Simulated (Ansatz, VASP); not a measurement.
## Ca in VASP and in Ansatz

```xyz
1
Lattice="0.0000 2.2115 2.2115 2.2115 0.0000 2.2115 2.2115 2.2115 0.0000" Properties=species:S:1:pos:R:3 pbc="T T T"
Ca    0.0000    0.0000    0.0000
```

Alike in both runs: task relaxation of cell and atoms; functional PBE; k mesh 8 × 8 × 8; occupations gaussian, width 0.1 eV; no spin polarisation.

|  | VASP | Ansatz |
| --- | --- | --- |
| version | VASP 6.6.1 | Ansatz 0.2.0 |
| potentials or method | VASP PAW PBE potentials, release 64 (Ca_sv), cutoff 600 eV | scalar-relativistic, plane waves, PAW |
| valence electrons in the cell | 10 | 10 |

|  | VASP | Ansatz | Ansatz less VASP |
| --- | --- | --- | --- |
| gap on the k mesh at the Fermi level, each at its own relaxed structure (eV) | none | none | - |
| relaxed volume (Å³/atom) | 42.39 | 41.00 | -1.392 |
| relaxed cell length with the largest relative difference (Å) | 3.914 | 3.870 | -0.0433 |

A gap of «none» marks a metal or a gap that the smearing closes.

Noted on VASP's run: the volume moved by over 15 % at a fixed basis, so the end points are rough.
